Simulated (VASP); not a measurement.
Crystal: Si.

```
Si
1.0
     0.00000    2.71356    2.71356
     2.71356    0.00000    2.71356
     2.71356    2.71356    0.00000
Si
2
Direct
  0.75000 0.75000 0.75000
  0.50000 0.50000 0.50000
```

```yaml
Program: VASP 6.6.1
Task: relaxation of cell and atoms
Functional: RPBE
Potentials_or_basis: VASP PAW PBE potentials, release 64 (Si)
Cutoff: 600 eV
k_mesh: 7 × 7 × 7
Occupations: methfessel-paxton, width 0.05 eV
Spin: no spin polarisation
```

At the start: pressure 3.6 GPa; volume 19.98 Å³/atom.

Question: How do energy, volume and symmetry change on relaxing?

Answer: Over 3 steps the energy falls by 8.6 meV/atom and the volume is 20.77 Å³/atom (+4.0 %); space group Fd-3m (No. 227, to 0.1 Å) before and after.

The path:
```tsv
step	energy change (eV)	largest force (eV/Å)	pressure (GPa)	volume (Å³)
1	0.0000	0.0000	3.62	39.96
2	-0.0100	0.0000	-2.09	42.63
3	-0.0172	0.0000	0.00	41.54
```

Final structure:
```yaml
crystal:
  lattice:
    - [0.00000, 2.74892, 2.74892]
    - [2.74892, 0.00000, 2.74892]
    - [2.74892, 2.74892, 0.00000]
  atoms:
    - { symbol: Si, position: [0.75000, 0.75000, 0.75000] }
    - { symbol: Si, position: [0.50000, 0.50000, 0.50000] }
```

Caveat: the PAW data sets were made with another functional, which shifts forces and pressure a little.
